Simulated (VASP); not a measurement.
# CuSi16 (a cell with a defect) in VASP: single point with PBEsol

Aim: the single point of CuSi16 (a cell with a defect) with PBEsol.

All numbers are computed with VASP 6.6.1; they aren't measurements. Logs are shortened: lines on timing, memory, paths and dates and some standing lists are left out, and cuts for length are marked.

## Step 1: The cell of the first run

The cell holds a defect, 17 atoms: a = 7.679 Å, b = 7.679 Å, c = 7.679 Å, α = 60.00°, β = 60.00°, γ = 60.00°.

## Step 2: Single point, PBEsol, collinear spin, ferromagnetic start

File INCAR:

```
PREC = Accurate ; ENCUT = 520
EDIFF = 1E-6 ; ISMEAR = 0
SIGMA = 0.02 ; LREAL = Auto
LASPH = T ; NELM = 150
ALGO = Normal ; ISIF = 2
LWAVE = F ; LCHARG = F
ISPIN = 2 ; MAGMOM = 0 0 0 0 0 0 0 0 0 0 0 0 0 0 0 0 1
LORBIT = 11 ; LMAXMIX = 4
GGA = PS ; NBANDS = 56
```

File KPOINTS:

```
Automatic mesh
0
Gamma
  2 2 2
```

File POSCAR:

```
CuSi16
1.0
    0.0000000000      5.4300000000      5.4300000000
    5.4300000000      0.0000000000      5.4300000000
    5.4300000000      5.4300000000      0.0000000000
Si Cu
16 1
Direct
   -0.0109482419      0.0330404373     -0.0106802251
    0.1216807018      0.1414680162      0.1218288185
    0.0100234597      0.0006103358      0.4950152384
    0.1215694716      0.1415188155      0.6157814275
   -0.0004660294      0.5144860671     -0.0001065416
    0.1135378400      0.6595095531      0.1138603070
   -0.0004447785      0.5145356059      0.4868823765
    0.1427230286      0.6273967812      0.6152940912
    0.4948453439      0.0004827971      0.0102703119
    0.6155143945      0.1414496125      0.1218192797
    0.4947862972      0.0006141245      0.4950279355
    0.6372570937      0.0884054242      0.6374660038
    0.4865561995      0.5144981923     -0.0001453548
    0.6149529581      0.6272279243      0.1432050508
    0.5118009332      0.4647978868      0.5123094461
    0.6150831460      0.6275083123      0.6153236323
    0.7844131820      0.6468298139      0.7848238023
```

Potentials or basis: VASP PAW PBE potentials, release 64 (Si, Cu).

The run is started by

```sh
> cat potpaw_PBE.64/Si/POTCAR potpaw_PBE.64/Cu/POTCAR > POTCAR
> mpirun -np 1 vasp_std > vasp.out
```

OUTCAR:

```text
PREC = Accurate
   ENCUT = 520
   EDIFF = 1E-6
   ISMEAR = 0
   LREAL = Auto
   LASPH = T
   NELM = 150
   ISIF = 2
   ISPIN = 2
   LORBIT = 11
   GGA = PS

 ion  position               nearest neighbor table
   1  0.989  0.033  0.989-   6 2.34   4 2.34  10 2.34   2 2.34
   2  0.122  0.141  0.122-   5 2.34   9 2.34   3 2.34   1 2.34
   3  0.010  0.001  0.495-   8 2.34   2 2.34   4 2.34  12 2.35
   4  0.122  0.142  0.616-   7 2.34  11 2.34   3 2.34   1 2.34
   5  1.000  0.514  1.000-   2 2.34   6 2.34  14 2.41   8 2.41  17 2.42
   6  0.114  0.660  0.114-   1 2.34   5 2.34  13 2.34   7 2.34
   7  1.000  0.515  0.487-   4 2.34   6 2.34   8 2.41  16 2.41  17 2.42
   8  0.143  0.627  0.615-  15 2.33   3 2.34  17 2.34   7 2.41   5 2.41
   9  0.495  0.000  0.010-  14 2.34   2 2.34  10 2.34  12 2.35
  10  0.616  0.141  0.122-  13 2.34   9 2.34  11 2.34   1 2.34
  11  0.495  0.001  0.495-  16 2.34  10 2.34   4 2.34  12 2.35
  12  0.637  0.088  0.637-  11 2.35   3 2.35   9 2.35  15 2.36  17 2.77
  13  0.487  0.514  1.000-  10 2.34   6 2.34  14 2.41  16 2.41  17 2.42
  14  0.615  0.627  0.143-  15 2.33   9 2.34  17 2.34  13 2.41   5 2.41
  15  0.512  0.465  0.512-  16 2.33   8 2.33  14 2.33  12 2.36
  16  0.615  0.628  0.615-  15 2.33  11 2.34  17 2.34   7 2.41  13 2.41
  17  0.784  0.647  0.785-  16 2.34   8 2.34  14 2.34   5 2.42  13 2.42   7 2.42  12 2.77

  LATTYP: Found a face centered cubic cell.
 ALAT       =    10.8600000000

  Lattice vectors:

 A1 = (   0.0000000000,   5.4300000000,   5.4300000000)
 A2 = (   5.4300000000,   0.0000000000,   5.4300000000)
 A3 = (   5.4300000000,   5.4300000000,   0.0000000000)

Analysis of symmetry for initial positions (statically):
=====================================================================
 Subroutine PRICEL returns:
 Original cell was already a primitive cell.

 Routine SETGRP: Setting up the symmetry group for a
 face centered cubic supercell.

 Subroutine GETGRP returns: Found  1 space group operations
 (whereof  1 operations were pure point group operations)
 out of a pool of 48 trial point group operations.

The static configuration has the point symmetry C_1 .

Analysis of symmetry for dynamics (positions and initial velocities):
=====================================================================
 Subroutine PRICEL returns:
 Original cell was already a primitive cell.

 Routine SETGRP: Setting up the symmetry group for a
 face centered cubic supercell.

 Subroutine GETGRP returns: Found  1 space group operations
[... 173 lines left out ...]
  ext. energy  EPLUGINS =         0.00000000
  ---------------------------------------------------
  free energy    TOTEN  =       -93.46642685 eV

  energy without entropy =      -93.46301104  energy(sigma->0) =      -93.46471894

 E-fermi :   6.7739     XC(G=0):  -9.8183

 val. band max:        6.7734154213   @ k =   0.0000   0.0000   0.0000
 cond. band min:       6.7740739809   @ k =   0.0000   0.0000   0.0000
 fundamental gap:      0.0006585596
 Fermi energy:         6.7739354581

 spin component 1

 k-point     1 :       0.0000    0.0000    0.0000
  band No.  band energies     occupation
      1      -6.0233      1.00000
      2      -3.6484      1.00000
      3      -3.6134      1.00000
      4      -3.6130      1.00000
      5      -3.5255      1.00000
      6      -2.0673      1.00000
[... 405 lines left out ...]
     48      10.2598      0.00000
     49      10.2675      0.00000
 Fermi energy:         6.7739354581

 spin component 2

 k-point     1 :       0.0000    0.0000    0.0000
  band No.  band energies     occupation
      1      -5.9918      1.00000
      2      -3.6261      1.00000
      3      -3.5887      1.00000
      4      -3.5882      1.00000
      5      -3.4968      1.00000
      6      -2.0190      1.00000
[... 405 lines left out ...]
     48      10.2991      0.00000
     49      10.3072      0.00000
 [bands above 49 left out]

------------------------ aborting loop because EDIFF is reached ----------------------------------------

  FORCE on cell =-STRESS in cart. coord.  units (eV):
  Direction    XX          YY          ZZ          XY          YZ          ZX
  --------------------------------------------------------------------------------------
  -------------------------------------------------------------------------------------
  Total        4.1598573      4.1517367      4.1483836      0.1717101      0.1838278     -0.1534434
  in kB       20.8141910     20.7735589     20.7567813      0.8591656      0.9197976     -0.7677670
  external PRESSURE =      20.7815104 kB  Pullay stress =       0.0000000 kB

 VOLUME and BASIS-vectors are now :
 -----------------------------------------------------------------------------
  energy-cutoff  :      520.00
  volume of cell :      320.21
      direct lattice vectors                 reciprocal lattice vectors
     0.000000000  5.430000000  5.430000000    -0.092081031  0.092081031  0.092081031
     5.430000000  0.000000000  5.430000000     0.092081031 -0.092081031  0.092081031
     5.430000000  5.430000000  0.000000000     0.092081031  0.092081031 -0.092081031

 POSITION                                       TOTAL-FORCE (eV/Angst)
 -----------------------------------------------------------------------------------
      5.55142     10.74256      5.54996        -0.013818      0.013122     -0.012786
      1.42970      1.32226      1.42890        -0.019585     -0.020106     -0.019793
      2.69125      2.74236      0.05774        -0.006967      0.009400      0.013486
      4.11214      4.00382      1.42857         0.014194      0.018470     -0.018808
      8.22308     10.85689      8.22113         0.002936      0.020908      0.002727
      4.19940      1.23477      4.19765         0.029969     -0.027334      0.029304
[... 9 lines left out ...]
      6.74858      6.68111      6.74727        -0.021291     -0.028202     -0.021608
      7.77388      8.52096      7.77165        -0.001219      0.003928     -0.000700
 -----------------------------------------------------------------------------------
    total drift:                               -0.000723     -0.002004     -0.001707

  FREE ENERGIE OF THE ION-ELECTRON SYSTEM (eV)
  ---------------------------------------------------
  free  energy   TOTEN  =       -93.4664268491 eV

  energy  without entropy=      -93.4630110360  energy(sigma->0) =      -93.46471894

 total charge

# of ion       s       p       d       tot
------------------------------------------
    1        0.742   0.955   0.000   1.697
    2        0.742   0.955   0.000   1.697
    3        0.744   0.948   0.000   1.692
    4        0.742   0.955   0.000   1.697
    5        0.734   0.948   0.000   1.682
    6        0.750   0.940   0.000   1.691
[... 9 lines left out ...]
   16        0.737   0.951   0.000   1.688
   17        0.497   0.468   9.206  10.171
--------------------------------------------------
tot         12.366  15.647   9.206  37.219

 magnetization (x)

# of ion       s       p       d       tot
------------------------------------------
    1        0.002  -0.000   0.000   0.001
    2        0.002   0.002   0.000   0.004
    3        0.003   0.003   0.000   0.006
    4        0.002   0.002   0.000   0.004
    5        0.002   0.000   0.000   0.002
    6        0.002   0.003   0.000   0.005
[... 9 lines left out ...]
   16        0.004   0.001   0.000   0.005
   17        0.034   0.012  -0.002   0.044
--------------------------------------------------
tot          0.088   0.048  -0.002   0.133
```

It took 7.1 min on 1 thread of Intel Xeon 6975P-C (Granite Rapids), shared host; peak memory 0.72 GiB.

Results:

```yaml
Free_energy: -93.4664 eV
Pressure: 2.1 GPa
Largest_force: 0.065 eV/Å
Net_moment: 0.50 μB per cell
Site_moments: Si +0.00, +0.01, +0.03; Cu +0.04 μB
Valence_electrons_inside_the_program's_atomic_spheres: Si 1.70, 1.69, 1.68; Cu 10.17
```

Forces on the atoms (eV/Å):
```
Si  -0.014  0.013 -0.013
Si  -0.020 -0.020 -0.020
Si  -0.007  0.009  0.013
Si   0.014  0.018 -0.019
Si   0.003  0.021  0.003
Si   0.030 -0.027  0.029
Si  -0.024 -0.004  0.003
Si  -0.016  0.019  0.028
Si   0.012  0.010 -0.010
Si  -0.019  0.019  0.018
Si  -0.006 -0.016 -0.007
Si   0.040 -0.034  0.038
Si   0.003 -0.003 -0.025
Si   0.029  0.017 -0.014
Si  -0.003  0.001 -0.003
Si  -0.021 -0.028 -0.022
Cu  -0.001  0.004 -0.001
```

Stress tensor (GPa, compression positive):
```
 2.08  0.09 -0.08
 0.09  2.08  0.09
-0.08  0.09  2.08
```

Caveat: the k points lie up to 0.50 Å⁻¹ apart; the PAW data sets were made with another functional, which shifts forces and pressure a little.
